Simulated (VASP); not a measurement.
Rb:

```
Rb
1.0
     0.00000    3.51833    3.51833
     3.51833    0.00000    3.51833
     3.51833    3.51833    0.00000
Rb
1
Cartesian
  0.0000 0.0000 0.0000
```

This isn't the form of Rb at room conditions, which is bcc.

* Program: VASP 6.6.1
* Task: relaxation of cell and atoms
* Functional: r2SCAN
* Potentials or basis: VASP PAW PBE potentials, release 64 (Rb_sv)
* Cutoff: 550 eV
* k mesh: 8 × 8 × 8
* Occupations: fermi-dirac, width 0.1 eV
* Spin: no spin polarisation

At the start: pressure 0.3 GPa; volume 87.10 Å³/atom.

Task: Where does the relaxation end?

Result: Over 4 steps the energy falls by 7.6 meV/atom and the volume is 95.86 Å³/atom (+10.1 %); space group Fm-3m (No. 225, to 0.1 Å) before and after.

Step by step:
```tsv
step	energy change (eV)	largest force (eV/Å)	pressure (GPa)	volume (Å³)
1	0.0000	0.0000	0.30	87.10
2	-0.0033	0.0000	0.22	89.16
3	-0.0075	0.0000	0.02	95.18
4	-0.0076	0.0000	0.00	95.86
```

Final structure:
```
Rb
1.0
     0.00000    3.63253    3.63253
     3.63253    0.00000    3.63253
     3.63253    3.63253    0.00000
Rb
1
Direct
  0.00000 0.00000 0.00000
```

Caveat: the PAW data sets were made with another functional, which shifts forces and pressure a little.
